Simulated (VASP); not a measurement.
A run of VASP 6.6.1 is set up as follows.

The input INCAR:

```
SYSTEM = TePb
  PREC = Accurate
  ENCUT = 520
  EDIFF = 1E-6
  ISMEAR = 0
  SIGMA = 0.1
  LREAL = .FALSE.
  LASPH = .TRUE.
  NELM = 60
  ALGO = Normal
  ISIF = 2
  LWAVE = .FALSE.
  LCHARG = .FALSE.
  GGA = RP
  NBANDS = 17
```

Contents of KPOINTS:

```
regular mesh
0
G
  7 7 7
  0 0 0
```

Contents of POSCAR:

```
TePb
1.0
    0.0000000000      3.2310000000      3.2310000000
    3.2310000000      0.0000000000      3.2310000000
    3.2310000000      3.2310000000      0.0000000000
Pb Te
1 1
Direct
    0.0000000000      0.0000000000      0.0000000000
    0.5000000000      0.5000000000      0.5000000000
```

Potentials or basis: VASP PAW PBE potentials, release 64 (Pb_d, Te).

The run is started by

```console
$ cat potpaw_PBE.64/Pb_d/POTCAR potpaw_PBE.64/Te/POTCAR > POTCAR
$ mpirun -np 1 vasp_std > vasp.out
```

Problem. Estimate the pressure.

Solution. 3.6 GPa.

Caveat: the PAW data sets were made with another functional, which shifts forces and pressure a little.
